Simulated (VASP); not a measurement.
Crystal: HfO2.

```
CELL_PARAMETERS angstrom
3.50993 0.00000 0.00000
0.00000 3.50993 0.00000
0.00000 0.00000 5.10196
ATOMIC_POSITIONS crystal
Hf 0.00000 0.00000 0.00000
Hf 0.50000 0.50000 0.50000
O 0.00000 0.50000 0.19721
O 0.50000 0.00000 0.30279
O 0.50000 0.00000 0.80279
O 0.00000 0.50000 0.69721
```

Program: VASP 6.6.1. Alike in all runs: task single point; no spin polarisation; cell as given; k mesh 8 × 8 × 5; cutoff (eV) 520; smearing fermi-dirac 0.05 eV.

Task: Order these runs on this cell by their band gap on the k mesh, lowest first.
A. level LDA; potentials or basis VASP PAW LDA potentials, release 64 (Hf_pv, O)
B. level r2SCAN; potentials or basis VASP PAW PBE potentials, release 64 (Hf_pv, O)
C. level PBE; potentials or basis VASP PAW PBE potentials, release 64 (Hf_pv, O)

Result: A (4.69 eV), C (4.89 eV), B (5.46 eV).

Caveats: spin-orbit coupling is left out, which moves the levels of the heavy elements.

A k mesh can miss the band edges.
